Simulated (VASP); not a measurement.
Write the native input for VASP 6.6.1 that does the following.

| Item | Value |
| --- | --- |
| Task | relaxation of cell and atoms |
| Functional | PBE |
| Potentials or basis | VASP PAW PBE potentials, release 64 (Nd_3, Al, O), 4f in core |
| Cutoff | 600 eV |
| k mesh | 6 × 6 × 6 |
| Occupations | gaussian, width 0.1 eV |
| Spin | no spin polarisation |
| Dipole correction | no |
| Mended | yes |
| Further INCAR settings | ALGO = Normal; EDIFF = 1e-07; IBRION = 2; EDIFFG = -0.01; NSW = 100; ISIF = 3 |

The structure of Nd2AlO lies in POSCAR:

```
Nd2AlO
1.0
    0.0000000000      5.1624487578      5.1624487578
    5.1624487578      0.0000000000      5.1624487578
    5.1624487578      5.1624487578      0.0000000000
Nd Al O
4 2 2
Direct
    0.6250000000      0.6250000000      0.6250000000
    0.6250000000      0.6250000000      0.1250000000
    0.6250000000      0.1250000000      0.6250000000
    0.1250000000      0.6250000000      0.6250000000
    0.2500000000      0.2500000000      0.2500000000
    0.0000000000      0.0000000000      0.0000000000
    0.7500000000      0.7500000000      0.7500000000
    0.5000000000      0.5000000000      0.5000000000
```

The cell was built from a structure type or drawn by symmetry, and may not be a known phase.

One way to write it, as run:

INCAR

```
ALGO = Normal
EDIFF = 1E-7
EDIFFG = -0.01
ENCUT = 600
GGA = PE
GGA_COMPAT = False
IBRION = 2
ISIF = 3
ISMEAR = 0
LASPH = True
LCHARG = False
LMAXMIX = 6
LREAL = False
LWAVE = False
NELM = 200
NELMIN = 4
NSW = 100
PREC = Accurate
SIGMA = 0.1
```

KPOINTS

```
k-points
0
Gamma
  6 6 6
```

Potentials or basis: VASP PAW PBE potentials, release 64 (Nd_3, Al, O), 4f in core.

Run with:

```console
$ cat potpaw_PBE.64/Nd_3/POTCAR potpaw_PBE.64/Al/POTCAR potpaw_PBE.64/O/POTCAR > POTCAR
$ mpirun -np 1 vasp_std > vasp.out
```

Results of the run:

```yaml
Relaxed_volume: 34.71 Å³/atom
Relaxed_cell: a = 7.323 Å, b = 7.323 Å, c = 7.323 Å, α = 60.00°, β = 60.00°, γ = 60.00°
Space_group_after_relaxing_to_0.1_Å: Fd-3m (No. 227)
Energy_gained_by_relaxing: 0.4 meV/atom
Ionic_steps: 3
Pressure_after_relaxing: 0.0 GPa
Band_gap_on_the_k_mesh: zero (bands 31 and 32 overlap by 0.33 eV)
```

Caveat: spin-orbit coupling is left out, which moves the levels of the heavy elements; the 4f electrons are frozen in the core, so they carry no moment and show no levels; the run has no spin polarisation, though such a crystal can be magnetic.

Run time: 8 min on 1 thread of Intel(R) Xeon(R) 6975P-C (Granite Rapids) (shared host), peak memory 0.65 GiB.
